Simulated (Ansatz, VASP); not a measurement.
One calculation of Lu, two programs

```
CELL_PARAMETERS angstrom
5.43491 0.00000 0.00000
-2.71746 4.70677 0.00000
0.00000 0.00000 3.41047
ATOMIC_POSITIONS crystal
Lu 0.00000 0.00000 0.00000
Lu 0.33333 0.66667 0.50000
Lu 0.66667 0.33333 0.50000
```

Alike in both runs: functional PBE; k mesh 7 × 7 × 9; occupations fermi-dirac, width 0.1 eV; no spin polarisation.

Ansatz relaxed the structure, and its values are those at the end. VASP's run is a single point on that final structure, the one shown.

```csv
,VASP,Ansatz
version,VASP 6.6.1,Ansatz 0.2.0
potentials or method,"VASP PAW PBE potentials, release 64 (Lu), cutoff 520 eV","plane waves (420 eV) with PAW, scalar-relativistic"
valence electrons in the cell,75,75
```

```tsv
	VASP	Ansatz	Ansatz less VASP
pressure (GPa)	0.1	0.0	-0.16
```

With one functional, cell and mesh, what is left measures potentials, basis and numerics.

Spin-orbit coupling is off throughout.
